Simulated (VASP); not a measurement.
# Mg2C (Fm-3m) in VASP: further runs

The runs below take Mg2C through single point, with PBE, LDA, PBEsol, r2SCAN.

Everything below comes from runs of VASP 6.6.1. Logs are shortened: lines on timing, memory, paths and dates and some standing lists are left out, and cuts for length are marked.

### Step 1. The cell of the first run

It takes space group Fm-3m (No. 225, cubic). The conventional cell has a = 5.422 Å, b = 5.422 Å, c = 5.422 Å, α = 90.00°, β = 90.00°, γ = 90.00°. Within 3.1 Å of C (site symmetry m-3m) lie 8 Mg at 2.35 Å. Mg (site symmetry -43m) has 4 C at 2.35 Å and 6 Mg at 2.71 Å within 3.1 Å.

### Step 2. Single point, PBE

The input, INCAR:

```
ALGO = Normal
EDIFF = 1E-6
ENCUT = 520
GGA = PE
ISIF = 2
ISMEAR = 0
LASPH = T
LCHARG = F
LREAL = F
LWAVE = F
NBANDS = 11
NELM = 60
PREC = Accurate
SIGMA = 0.01
```

The input, KPOINTS:

```
k-points
0
Gamma
  4 4 4
```

The input, POSCAR:

```
Mg2C
1.0
    0.0000000000      2.7109426128      2.7109426128
    2.7109426128      0.0000000000      2.7109426128
    2.7109426128      2.7109426128      0.0000000000
C Mg
1 2
Direct
    0.0000000000      0.0000000000      0.0000000000
    0.2500000000      0.2500000000      0.2500000000
    0.7500000000      0.7500000000      0.7500000000
```

Potentials or basis: VASP PAW PBE potentials, release 64 (C, Mg).

On the command line:

```sh
$ cat potpaw_PBE.64/C/POTCAR potpaw_PBE.64/Mg/POTCAR > POTCAR
$ mpirun -np 1 vasp_std > vasp.out
```

OUTCAR:

```text
EDIFF = 1E-6
   ENCUT = 520
   GGA = PE
   ISIF = 2
   ISMEAR = 0
   LASPH = T
   LREAL = F
   NELM = 60
   PREC = Accurate

 ion  position               nearest neighbor table
   1  0.000  0.000  0.000-   3 2.35   3 2.35   3 2.35   2 2.35   2 2.35   2 2.35   3 2.35   2 2.35

   2  0.250  0.250  0.250-   1 2.35   1 2.35   1 2.35   1 2.35   3 2.71   3 2.71   3 2.71   3 2.71
                             3 2.71   3 2.71
   3  0.750  0.750  0.750-   1 2.35   1 2.35   1 2.35   1 2.35   2 2.71   2 2.71   2 2.71   2 2.71
                             2 2.71   2 2.71

  LATTYP: Found a face centered cubic cell.
 ALAT       =     5.4218852256

  Lattice vectors:

 A1 = (   0.0000000000,   2.7109426128,   2.7109426128)
 A2 = (   2.7109426128,   0.0000000000,   2.7109426128)
 A3 = (   2.7109426128,   2.7109426128,   0.0000000000)

Analysis of symmetry for initial positions (statically):
=====================================================================
 Subroutine PRICEL returns:
 Original cell was already a primitive cell.

 Routine SETGRP: Setting up the symmetry group for a
 face centered cubic supercell.

 Subroutine GETGRP returns: Found 48 space group operations
 (whereof 48 operations were pure point group operations)
 out of a pool of 48 trial point group operations.

The static configuration has the point symmetry O_h .

Analysis of symmetry for dynamics (positions and initial velocities):
=====================================================================
 Subroutine PRICEL returns:
 Original cell was already a primitive cell.

 Routine SETGRP: Setting up the symmetry group for a
 face centered cubic supercell.

 Subroutine GETGRP returns: Found 48 space group operations
 (whereof 48 operations were pure point group operations)
 out of a pool of 48 trial point group operations.

The dynamic configuration has the point symmetry O_h .

 Subroutine INISYM returns: Found 48 space group operations
 (whereof 48 operations are pure point group operations),
 and found     1 'primitive' translations

----------------------------------------------------------------------------------------

                                     Primitive cell

  volume of cell :      39.8466

  direct lattice vectors                    reciprocal lattice vectors
     0.000000000  2.710942613  2.710942613    -0.184437692  0.184437692  0.184437692
     2.710942613  0.000000000  2.710942613     0.184437692 -0.184437692  0.184437692
     2.710942613  2.710942613  0.000000000     0.184437692  0.184437692 -0.184437692

  length of vectors
     3.833851810  3.833851810  3.833851810     0.319455454  0.319455454  0.319455454

  position of ions in fractional coordinates (direct lattice)
     0.000000000  0.000000000  0.000000000
     0.250000000  0.250000000  0.250000000
     0.750000000  0.750000000  0.750000000

  ion indices of the primitive-cell ions
   primitive index   ion index
                 1           1
                 2           2
                 3           3

----------------------------------------------------------------------------------------

 KPOINTS: k-points

Automatic generation of k-mesh.
 Grid dimensions read from file:
 generate k-points for:    4    4    4

 Generating k-lattice:

  Cartesian coordinates                     Fractional coordinates (reciprocal lattice)
    -0.046109423  0.046109423  0.046109423     0.250000000  0.000000000  0.000000000
     0.046109423 -0.046109423  0.046109423     0.000000000  0.250000000  0.000000000
     0.046109423  0.046109423 -0.046109423     0.000000000  0.000000000  0.250000000

  Length of vectors
     0.079863864  0.079863864  0.079863864

  Shift w.r.t. Gamma in fractional coordinates (k-lattice)
     0.000000000  0.000000000  0.000000000

 Subroutine IBZKPT returns following result:
 ===========================================

 Found      8 irreducible k-points:

 Following reciprocal coordinates:
            Coordinates               Weight
  0.000000  0.000000  0.000000      1.000000
  0.250000  0.000000  0.000000      8.000000
  0.500000  0.000000  0.000000      4.000000
  0.250000  0.250000  0.000000      6.000000
  0.500000  0.250000  0.000000     24.000000
 -0.250000  0.250000  0.000000     12.000000
  0.500000  0.500000  0.000000      3.000000
 -0.250000  0.500000  0.250000      6.000000
   k-points           NKPTS =      8   k-points in BZ     NKDIM =      8   number of bands    NBANDS=     11
   number of dos      NEDOS =    301   number of ions     NIONS =      3
   total plane-waves  NPLWV =  27000
   dimension x,y,z NGX =    30 NGY =   30 NGZ =   30
   dimension x,y,z NGXF=    60 NGYF=   60 NGZF=   60
   ions per type =               1   2
   NGX,Y,Z   is equivalent  to a cutoff of  13.01, 13.01, 13.01 a.u.
   NGXF,Y,Z  is equivalent  to a cutoff of  26.02, 26.02, 26.02 a.u.
 SYSTEM =  unknown system
   PREC   = accura    normal or accurate (medium, high low for compatibility)
   ISTART =      0    job   : 0-new  1-cont  2-samecut
   ICHARG =      2    charge: 1-file 2-atom 10-const
   ISPIN  =      1    spin polarized calculation?
   LNONCOLLINEAR =      F non collinear calculations
   LSORBIT =      F    spin-orbit coupling
   LASPH  =      T    aspherical Exc in radial PAW
   ENCUT  =  520.0 eV  38.22 Ry    6.18 a.u.   7.13  7.13  7.13*2*pi/ulx,y,z
   NELM   =     60;   NELMIN=  2; NELMDL= -5     # of ELM steps
   EDIFF  = 0.1E-05   stopping-criterion for ELM
   LREAL  =      F    real-space projection
   EDIFFG = 0.1E-04   stopping-criterion for IOM
   NSW    =      0    number of steps for IOM
   IBRION =     -1    ionic relax: 0-MD 1-quasi-New 2-CG
   NFREE  =      0    steps in history (QN), initial steepest desc. (CG)
   ISIF   =      2    stress and relaxation
   ISYM   =      2    0-nonsym 1-usesym 2-fastsym
   POTIM  = 0.5000    time-step for ionic-motion
   TEBEG  =    0.0;   TEEND  =   0.0 temperature during run
   PSTRESS=    0.0 pullay stress
   NELECT =       8.0000    total number of electrons
   NUPDOWN=      -1.0000    fix difference up-down
   EMIN   =  10.00;   EMAX   =-10.00  energy-range for DOS
   EFERMI =   0.00;   METHOD = LEGACY
   ISMEAR =     0;   SIGMA  =   0.01  broadening in eV -4-tet -1-fermi 0-gaus
   EFERMI_NEDOS =   21; number of points for ismear=-14 and -15
   IALGO  =     38    algorithm
   IMIX   =      4    mixing-type and parameters
     AMIX     =   0.40;   BMIX     =  1.00
     AMIX_MAG =   1.60;   BMIX_MAG =  1.00
  volume/ion in A,a.u.               =      13.28        89.63
  Fermi-wavevector in a.u.,A,eV,Ry     =   0.958608  1.811507 12.502799  0.918930
  Thomas-Fermi vector in A             =   2.087731
   LORBIT       =      0    0 simple, 1 ext, 2 COOP (PROOUT), +10 PAW based schemes
   GGA     = PE    functional components
   LHFCALC =     F    Hartree Fock is set to
   AEXX    =    0.0000 exact exchange contribution
   IVDW    =     0    specifies the selected vdW correction
   LEPSILON=     F    determine dielectric tensor
   LRPA    =     F    only Hartree local field effects (RPA)
 non-spin polarized calculation
 Gauss-broadening in eV      SIGMA  =   0.01
  energy-cutoff  :      520.00
  volume of cell :       39.85
 maximum number of plane-waves:      1090
 NGX is ok and might be reduce to    30
   NGX = 15   NGY = 15   NGZ = 15

 number of electron       8.0000000 magnetization

 Free energy of the ion-electron system (eV)
  ---------------------------------------------------
  ext. energy  EPLUGINS =         0.00000000
  ---------------------------------------------------
  free energy    TOTEN  =       -11.40603018 eV

  energy without entropy =      -11.40603018  energy(sigma->0) =      -11.40603018

 E-fermi :   3.8757     XC(G=0):  -9.9327

 val. band max:        3.8056318811   @ k =   0.0000   0.0000   0.0000
 cond. band min:       4.4957691672   @ k =   0.5000   0.5000   0.0000
 fundamental gap:      0.6901372861
 Fermi energy:         3.8757145043

 k-point     1 :       0.0000    0.0000    0.0000
  band No.  band energies     occupation
      1      -6.9049      2.00000
      2       3.8056      2.00000
      3       3.8056      2.00000
      4       3.8056      2.00000
      5       5.2823      0.00000
      6      10.3765      0.00000
      7      10.3765      0.00000
      8      10.3765      0.00000
      9      13.4369      0.00000
     10      13.4369      0.00000
     11      14.4270      0.00000

 k-point     2 :       0.2500    0.0000    0.0000
  band No.  band energies     occupation
      1      -6.2804      2.00000
      2       1.0005      2.00000
      3       3.5725      2.00000
      4       3.5725      2.00000
      5       6.9753      0.00000
      6      10.0508      0.00000
      7      10.2340      0.00000
      8      10.2340      0.00000
      9      12.5857      0.00000
     10      12.5857      0.00000
     11      13.8413      0.00000

 k-point     3 :       0.5000    0.0000    0.0000
  band No.  band energies     occupation
      1      -5.3585      2.00000
      2      -0.9715      2.00000
      3       3.3813      2.00000
      4       3.3813      2.00000
      5       7.2286      0.00000
      6       9.3811      0.00000
      7       9.3811      0.00000
      8       9.6865      0.00000
      9      15.0782      0.00000
     10      15.2854      0.00000
     11      15.2854      0.00000

 k-point     4 :       0.2500    0.2500    0.0000
  band No.  band energies     occupation
      1      -6.0760      2.00000
      2       1.2969      2.00000
      3       2.9166      2.00000
      4       2.9166      2.00000
      5       6.6192      0.00000
      6       8.9217      0.00000
      7      10.2320      0.00000
      8      11.7845      0.00000
      9      11.7845      0.00000
     10      14.6321      0.00000
     11      16.7916      0.00000

 k-point     5 :       0.5000    0.2500    0.0000
  band No.  band energies     occupation
      1      -5.1596      2.00000
      2      -0.1615      2.00000
      3       1.7199      2.00000
      4       2.7401      2.00000
      5       6.3753      0.00000
      6       9.4223      0.00000
      7      10.7700      0.00000
      8      11.2428      0.00000
      9      12.8553      0.00000
     10      15.4895      0.00000
     11      17.5641      0.00000

 k-point     6 :      -0.2500    0.2500    0.0000
  band No.  band energies     occupation
      1      -5.4738      2.00000
      2       0.1589      2.00000
      3       1.6091      2.00000
      4       3.3270      2.00000
      5       7.8491      0.00000
      6       8.7478      0.00000
      7      10.4990      0.00000
      8      10.6858      0.00000
      9      12.3248      0.00000
     10      14.7459      0.00000
     11      17.1603      0.00000

 k-point     7 :       0.5000    0.5000    0.0000
  band No.  band energies     occupation
      1      -4.8692      2.00000
      2      -0.2608      2.00000
      3       2.2640      2.00000
      4       2.2640      2.00000
      5       4.4958      0.00000
      6       7.8904      0.00000
      7      12.8087      0.00000
      8      13.1485      0.00000
      9      13.1485      0.00000
     10      17.1240      0.00000
     11      17.5390      0.00000

 k-point     8 :      -0.2500    0.5000    0.2500
  band No.  band energies     occupation
      1      -4.8237      2.00000
      2       0.7253      2.00000
      3       0.7253      2.00000
      4       1.3417      2.00000
      5       6.9862      0.00000
      6       9.9858      0.00000
      7      10.7487      0.00000
      8      10.7487      0.00000
      9      14.1086      0.00000
     10      14.1086      0.00000
     11      18.9738      0.00000

------------------------ aborting loop because EDIFF is reached ----------------------------------------

  FORCE on cell =-STRESS in cart. coord.  units (eV):
  Direction    XX          YY          ZZ          XY          YZ          ZX
  --------------------------------------------------------------------------------------
  -------------------------------------------------------------------------------------
  Total        0.3916102      0.3916102      0.3916102      0.0000000      0.0000000     -0.0000000
  in kB       15.7461234     15.7461234     15.7461234      0.0000000      0.0000000     -0.0000000
  external PRESSURE =      15.7461234 kB  Pullay stress =       0.0000000 kB

 VOLUME and BASIS-vectors are now :
 -----------------------------------------------------------------------------
  energy-cutoff  :      520.00
  volume of cell :       39.85
      direct lattice vectors                 reciprocal lattice vectors
     0.000000000  2.710942613  2.710942613    -0.184437692  0.184437692  0.184437692
     2.710942613  0.000000000  2.710942613     0.184437692 -0.184437692  0.184437692
     2.710942613  2.710942613  0.000000000     0.184437692  0.184437692 -0.184437692

 POSITION                                       TOTAL-FORCE (eV/Angst)
 -----------------------------------------------------------------------------------
      0.00000      0.00000      0.00000        -0.000000     -0.000000     -0.000000
      1.35547      1.35547      1.35547         0.000000     -0.000000     -0.000000
      4.06641      4.06641      4.06641        -0.000000      0.000000      0.000000
 -----------------------------------------------------------------------------------
    total drift:                                0.000000     -0.000000     -0.000000

  FREE ENERGIE OF THE ION-ELECTRON SYSTEM (eV)
  ---------------------------------------------------
  free  energy   TOTEN  =       -11.4060301847 eV

  energy  without entropy=      -11.4060301847  energy(sigma->0) =      -11.40603018
```

Wall time 16 s (1 thread of Intel Xeon 8259CL, shared host); peak memory 0.16 GiB.

Results:

```
Free energy            : -11.4060 eV
Pressure               : 1.6 GPa
Band gap on the k mesh : 0.69 eV (least direct gap 1.48 eV)
```

Caveat: the k points lie up to 0.50 Å⁻¹ apart; the structure was generated, so it needn't be the stable form of Mg2C; semilocal functionals underestimate gaps, and a narrow one can read as zero. A k mesh can miss the band edges.

### Step 3. Single point, LDA

This run uses another cell than the first one, of 12.81 Å³/atom.

The input, INCAR:

```
SYSTEM = Mg2C
PREC     = Accurate       ! precision mode
ENCUT    = 520            ! plane-wave cutoff, eV
EDIFF    = 1E-6           ! SCF threshold, eV
ISMEAR   = -1             ! smearing method
SIGMA    = 0.02           ! smearing width, eV
LREAL    = .False.        ! projectors in reciprocal space
LASPH    = .True.         ! aspherical terms in the spheres
NELM     = 80             ! most SCF steps
ALGO     = Normal         ! electronic algorithm
ISIF     = 2              ! what is computed and relaxed
LWAVE    = .False.        ! write WAVECAR
LCHARG   = .False.        ! write CHGCAR
GGA      = CA             ! functional
NBANDS   = 11             ! bands
```

The input, KPOINTS:

```
Automatic mesh
0
Gamma
  8 8 8
  0 0 0
```

The input, POSCAR:

```
Mg2C
1.0
    0.0000000000      2.6786153769      2.6786153769
    2.6786153769      0.0000000000      2.6786153769
    2.6786153769      2.6786153769      0.0000000000
C Mg
1 2
Direct
    0.0000000000      0.0000000000      0.0000000000
    0.2500000000      0.2500000000      0.2500000000
    0.7500000000      0.7500000000      0.7500000000
```

Potentials or basis: VASP PAW LDA potentials, release 64 (C, Mg).

On the command line:

```sh
$ cat potpaw_LDA.64/C/POTCAR potpaw_LDA.64/Mg/POTCAR > POTCAR
$ mpirun -np 1 vasp_std > vasp.out
```

OUTCAR:

```text
SYSTEM = Mg2C
   PREC = Accurate
   ENCUT = 520
   EDIFF = 1E-6
   ISMEAR = -1
   LREAL = .False.
   LASPH = .True.
   NELM = 80
   ISIF = 2
   GGA = CA

 ion  position               nearest neighbor table
   1  0.000  0.000  0.000-   3 2.32   3 2.32   3 2.32   2 2.32   3 2.32   2 2.32   2 2.32   2 2.32

   2  0.250  0.250  0.250-   1 2.32   1 2.32   1 2.32   1 2.32   3 2.68   3 2.68   3 2.68   3 2.68
                             3 2.68   3 2.68
   3  0.750  0.750  0.750-   1 2.32   1 2.32   1 2.32   1 2.32   2 2.68   2 2.68   2 2.68   2 2.68
                             2 2.68   2 2.68

  LATTYP: Found a face centered cubic cell.
 ALAT       =     5.3572307538
[... 524 lines left out ...]

 [... further k-points ...]
[... 5 lines left out ...]
  --------------------------------------------------------------------------------------
  -------------------------------------------------------------------------------------
  Total       -0.1513079     -0.1513079     -0.1513079     -0.0000000      0.0000000      0.0000000
  in kB       -6.3068320     -6.3068320     -6.3068320     -0.0000000      0.0000000      0.0000000
  external PRESSURE =      -6.3068320 kB  Pullay stress =       0.0000000 kB

 VOLUME and BASIS-vectors are now :
 -----------------------------------------------------------------------------
  energy-cutoff  :      520.00
  volume of cell :       38.44
      direct lattice vectors                 reciprocal lattice vectors
     0.000000000  2.678615377  2.678615377    -0.186663604  0.186663604  0.186663604
     2.678615377  0.000000000  2.678615377     0.186663604 -0.186663604  0.186663604
     2.678615377  2.678615377  0.000000000     0.186663604  0.186663604 -0.186663604

 POSITION                                       TOTAL-FORCE (eV/Angst)
 -----------------------------------------------------------------------------------
      0.00000      0.00000      0.00000        -0.000000     -0.000000     -0.000000
      1.33931      1.33931      1.33931        -0.000000      0.000000      0.000000
      4.01792      4.01792      4.01792         0.000000     -0.000000     -0.000000
 -----------------------------------------------------------------------------------
    total drift:                               -0.000000     -0.000000      0.000000

  FREE ENERGIE OF THE ION-ELECTRON SYSTEM (eV)
  ---------------------------------------------------
  free  energy   TOTEN  =       -13.2459835792 eV

  energy  without entropy=      -13.2459835791  energy(sigma->0) =      -13.24598358
```

Run time: 24 s. Hardware: 1 thread of Intel Xeon 8259CL, shared host; peak memory 0.14 GiB.

What came out:

```yaml
Free_energy: -13.2460 eV
Pressure: -0.6 GPa
Band_gap_on_the_k_mesh: 0.75 eV (least direct gap 1.81 eV)
```

Caveat: the structure was generated, so it needn't be the stable form of Mg2C; semilocal functionals underestimate gaps, and a narrow one can read as zero.

(Continued in part 2 of 2.)
